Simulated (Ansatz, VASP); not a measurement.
## Two plane-wave programs on WS2

INCAR

```
PREC = Accurate
ENCUT = 520
EDIFF = 1E-6
ISMEAR = 0
SIGMA = 0.05
LREAL = False
LASPH = True
NELM = 80
ALGO = Normal
ISIF = 2
LWAVE = False
LCHARG = False
LDIPOL = True
IDIPOL = 3
DIPOL = 0.5 0.5 0.421
GGA = PE
IVDW = 12
NBANDS = 35
```

Contents of KPOINTS:

```
regular mesh
0
Gamma
  9 9 1
```

POSCAR

```
WS2
1.0
    3.1595457497      0.0000000000      0.0000000000
   -1.5797728749      2.7362468836      0.0000000000
    0.0000000000      0.0000000000     23.8042575719
S W
4 2
Direct
    0.3333333333      0.6666666667      0.1890418126
    0.3333333333      0.6666666667      0.3214605103
    0.6666666667      0.6666666667      0.5205845529
    0.6666666667      0.6666666667      0.6530032506
    0.6666666667      0.3333333333      0.2552511581
    1.0000000000      0.3333333333      0.5867938984
```

Input for Ansatz:

```yaml
crystal:
  lattice:
    - [3.1595457497, 0.0, 0.0]
    - [-1.5797728749, 2.7362468836, 0.0]
    - [0.0, 0.0, 23.8042575719]
  atoms:
    - { symbol: S, position: [0.3333333333, 0.6666666667, 0.1890418126] }
    - { symbol: W, position: [0.6666666667, 0.3333333333, 0.2552511581] }
    - { symbol: S, position: [0.3333333333, 0.6666666667, 0.3214605103] }
    - { symbol: S, position: [0.6666666667, 0.6666666667, 0.5205845529] }
    - { symbol: W, position: [1.0, 0.3333333333, 0.5867938984] }
    - { symbol: S, position: [0.6666666667, 0.6666666667, 0.6530032506] }
basis:
  ecutwfc: 420
kpoints:
  mp_grid: { grid: [9, 9, 1] }
hamiltonian:
  xc: pbe
  pseudopotentials: { kind: paw, azcp: { folder: soft_1 } }
  dispersion: d3bj
scf:
  occupations: { method: gaussian, width: 0.05 }
output:
  forces: true
  eigenvalues: true
efield:
  axis: 3
  dipole_correction: true
  ramp_width: 0.04
```

Alike in both runs: task single point; functional PBE; dispersion D3(BJ); k mesh 9 × 9 × 1; occupations gaussian, width 0.05 eV; no spin polarisation.

|  | VASP | Ansatz |
| --- | --- | --- |
| version | VASP 6.6.1 | Ansatz 0.2.0 |
| potentials or method | VASP PAW PBE potentials, release 64 (S, W_sv), cutoff 520 eV | scalar-relativistic, plane waves, PAW |
| valence electrons in the cell | 52 | 52 |

Ansatz gave:

* gap on the k mesh at the Fermi level (eV): 1.92
* least direct gap on the mesh (eV): 1.92
* rms of the force components (eV/Å): 0.016

Q: Estimate VASP's values.

A: gap on the k mesh at the Fermi level (eV): 1.92; least direct gap on the mesh (eV): 1.92; rms of the force components (eV/Å): 0.017.

Neither program's run includes spin-orbit coupling.
